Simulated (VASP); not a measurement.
The system is TaGe4Pt.

```
CELL_PARAMETERS angstrom
4.67500 -1.61000 0.00000
4.67500 1.61000 0.00000
-3.89800 0.00000 6.97465
ATOMIC_POSITIONS crystal
Ta 0.15700 0.15700 0.19600
Ge 0.40600 0.40600 0.10700
Ge 0.14000 0.14000 0.52600
Ge 0.86000 0.86000 0.47400
Ge 0.59400 0.59400 0.89300
Pt 0.84300 0.84300 0.80400
```

| Quantity | Value |
| --- | --- |
| Program | VASP 6.6.1 |
| Task | relaxation of cell and atoms |
| Functional | PBE |
| Potentials or basis | VASP PAW PBE potentials, release 64 (Ta_pv, Ge_d, Pt) |
| Cutoff | 600 eV |
| k mesh | 5 × 5 × 3 |
| Occupations | gaussian, width 0.2 eV |
| Spin | no spin polarisation |

At the start: pressure 3.6 GPa; volume 17.50 Å³/atom.

Where does the relaxation end?

Over 10 steps the energy falls by 41.0 meV/atom and the volume is 17.75 Å³/atom (+1.4 %); space group Cm (No. 8, to 0.05 Å).

Step by step:
```csv
step,energy change (eV),largest force (eV/Å),pressure (GPa),volume (Å³)
1,0.0000,1.4231,3.56,104.99
2,-0.0963,0.5743,-3.99,110.99
3,-0.1154,0.5627,-2.04,109.16
4,-0.1733,0.5561,-0.07,107.29
5,-0.1787,0.6371,0.61,106.63
6,-0.2116,0.3497,0.19,106.77
7,-0.2186,0.3888,-0.12,106.87
8,-0.2340,0.2436,-0.14,106.68
9,-0.2420,0.1860,0.05,106.42
10,-0.2462,0.0766,0.19,106.49
```

Final structure:
```
CELL_PARAMETERS angstrom
4.73064 -1.59506 0.05949
4.73064 1.59506 0.05949
-3.85671 0.00000 7.00778
ATOMIC_POSITIONS crystal
Ta 0.14420 0.14420 0.19222
Ge 0.38987 0.38987 0.11530
Ge 0.15428 0.15428 0.53639
Ge 0.86398 0.86398 0.46422
Ge 0.60580 0.60580 0.89447
Pt 0.84187 0.84187 0.79741
```

Caveat: the k points lie up to 0.42 Å⁻¹ apart in the final cell; the relaxation stopped at a loose force limit of 0.08 eV/Å, so its end isn't a converged minimum.
